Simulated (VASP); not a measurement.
Crystal: BeTe.

```
CELL_PARAMETERS angstrom
0.00000 2.81448 2.81448
2.81448 0.00000 2.81448
2.81448 2.81448 0.00000
ATOMIC_POSITIONS crystal
Be 0.00000 0.00000 0.00000
Te 0.25000 0.25000 0.25000
```

This cell differs from its parent crystal: strain -0.5%.

Base run:

* Program: VASP 6.6.1
* Functional: HSE06
* Potentials or basis: VASP PAW PBE potentials, release 64 (Be, Te)
* Cutoff: 520 eV
* k mesh: 6 × 6 × 6
* Occupations: gaussian, width 0.01 eV
* Spin: no spin polarisation

Its results: band gap on the k mesh 2.63 eV (least direct gap 4.47 eV); pressure -0.1 GPa.

Problem. The run is repeated on the same cell with these changes: functional from HSE06 to PBE; k mesh from 6 × 6 × 6 to 4 × 4 × 4. What comes out?

Solution. Band gap on the k mesh 1.96 eV (least direct gap 3.60 eV); pressure 1.7 GPa.

Several settings changed at once.

Caveats: some runs use coarse meshes; spin-orbit coupling is left out, which moves the levels of the heavy elements; the PAW data sets were made with another functional, which shifts forces and pressure a little (at least some runs).

A k mesh can miss the band edges.
